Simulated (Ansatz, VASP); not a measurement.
One calculation of K, two programs

```
K
1.0
    -2.67371    2.67371    2.67371
     2.67371   -2.67371    2.67371
     2.67371    2.67371   -2.67371
K
1
Cartesian
  0.0000 0.0000 0.0000
```

Alike in both runs: task relaxation of cell and atoms; functional r2SCAN; k mesh 12 × 12 × 12; occupations fermi-dirac, width 0.15 eV; no spin polarisation.

|  | VASP | Ansatz |
| --- | --- | --- |
| version | VASP 6.6.1 | Ansatz 0.2.0 |
| potentials or method | VASP PAW PBE potentials, release 64 (K_sv), cutoff 600 eV | scalar-relativistic, plane waves, PAW |
| valence electrons in the cell | 9 | 9 |

|  | VASP | Ansatz | Ansatz less VASP |
| --- | --- | --- | --- |
| gap on the k mesh at the Fermi level, each at its own relaxed structure (eV) | none | none | - |
| relaxed volume (Å³/atom) | 77.01 | 76.97 | -0.041 |
| relaxed length of the cell vector where the two differ most in proportion (Å) | 4.642 | 4.641 | -0.0008 |

VASP's potentials were made for PBE, not for r2SCAN. A gap of «none» marks a metal or a gap that the smearing closes.
